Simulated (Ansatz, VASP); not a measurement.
# BP in VASP and in Ansatz

```xyz
2
Lattice="0.0000 2.2463 2.2690 2.2463 0.0000 2.2690 2.2463 2.2463 0.0000" Properties=species:S:1:pos:R:3 pbc="T T T"
B     0.0000    0.0000    0.0000
P     3.3695    3.3695    3.4035
```

Change from the starting cell: equal xx and yy strain of -1 %.

Alike in both runs: task single point; functional LDA; k mesh 12 × 12 × 12; occupations fermi-dirac, width 0.08 eV; no spin polarisation.

|  | VASP | Ansatz |
| --- | --- | --- |
| version | VASP 6.6.1 | Ansatz 0.2.0 |
| potentials or method | VASP PAW LDA potentials, release 64 (B, P), cutoff 520 eV | all-electron LAPW, scalar-relativistic |

Ansatz gave:

| Item | Value |
| --- | --- |
| pressure (GPa) | -2.0 |
| traceless stress, the component that is largest in VASP (GPa) | -1.85 |

Estimate VASP's values.

pressure (GPa): -2.1; traceless stress, the component that is largest in VASP (GPa): -1.85.

LDA's correlation is that of Perdew and Zunger in VASP and of Perdew and Wang (1992) in Ansatz. Ansatz ran all-electron here, and VASP with PAW potentials.
